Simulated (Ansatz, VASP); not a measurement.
One calculation of SiC, two programs

The input INCAR:

```
PREC     = Accurate       # precision mode
ENCUT    = 520            # plane-wave cutoff, eV
EDIFF    = 1E-6           # SCF threshold, eV
ISMEAR   = 0              # smearing method
SIGMA    = 0.01           # smearing width, eV
LREAL    = F              # projectors in reciprocal space
LASPH    = T              # aspherical terms in the spheres
NELM     = 100            # most SCF steps
ALGO     = Normal         # electronic algorithm
ISIF     = 2              # what is computed and relaxed
LWAVE    = F              # write WAVECAR
LCHARG   = F              # write CHGCAR
GGA      = PS             # functional
NBANDS   = 11             # bands
```

The input KPOINTS:

```
regular mesh
0
Gamma
  10 10 10
```

Contents of POSCAR:

```
SiC
1.0
    2.1675225826      2.1675225826      0.0000000000
   -2.1675225826      2.1675225826      0.0000000000
    0.0000000000      2.1675225826      2.1860353496
Si C
1 1
Direct
    0.0000000000      0.0000000000      0.0000000000
    0.7500000000      0.2500000000      0.5000000000
```

Input for Ansatz:

```yaml
crystal:
  lattice:
    - [2.16752258258, 2.16752258258, 0.0]
    - [-2.16752258258, 2.16752258258, 0.0]
    - [0.0, 2.16752258258, 2.18603534965]
  atoms:
    - { symbol: Si, position: [0.0, 0.0, 0.0] }
    - { symbol: C, position: [0.75, 0.25, 0.5] }
kpoints:
  mp_grid: { grid: [10, 10, 10] }
scf:
  occupations: { method: fixed }
  convergence: { dr2_threshold: 1.0e-10 }
hamiltonian:
  xc: pbesol
  pseudopotentials: { kind: all_electron, lapw: { basis_error: 0.0005 } }
output:
  forces: true
  stress: true
  eigenstates:
    kpoints:
      - [0.0, 0.0, 0.0]
      - [-0.5, 0.5, 0.0]
      - [-0.5, -0.5, -0.5]
      - [0.0, 0.0, -0.5]
      - [0.0, -0.5, -0.5]
      - [0.0, 0.5, 0.0]
      - [-0.5, 0.0, 0.0]
      - [-0.5, 0.0, -0.5]
  eigenvalues: true
```

Change from the starting cell: film at in-plane strain -0.005.

Alike in both runs: task single point; functional PBEsol; k mesh 10 × 10 × 10; no spin polarisation.

```csv
,VASP,Ansatz
version,VASP 6.6.1,Ansatz 0.2.0
potentials or method,"VASP PAW PBE potentials, release 64 (Si, C), cutoff 520 eV","all-electron LAPW, scalar-relativistic"
occupations,"gaussian, width 0.01 eV",fixed
```

Ansatz gave:

| Quantity | Value |
| --- | --- |
| gap on the k mesh at the Fermi level (eV) | 1.19 |
| pressure (GPa) | 1.4 |
| traceless stress, the component that is largest in VASP (GPa) | -1.46 |

Q: What did VASP give for the same quantities?

A: gap on the k mesh at the Fermi level (eV): 1.18; pressure (GPa): 1.8; traceless stress, the component that is largest in VASP (GPa): -1.46.

VASP's potentials were made for PBE, not for PBEsol. Ansatz ran all-electron here, and VASP with PAW potentials.
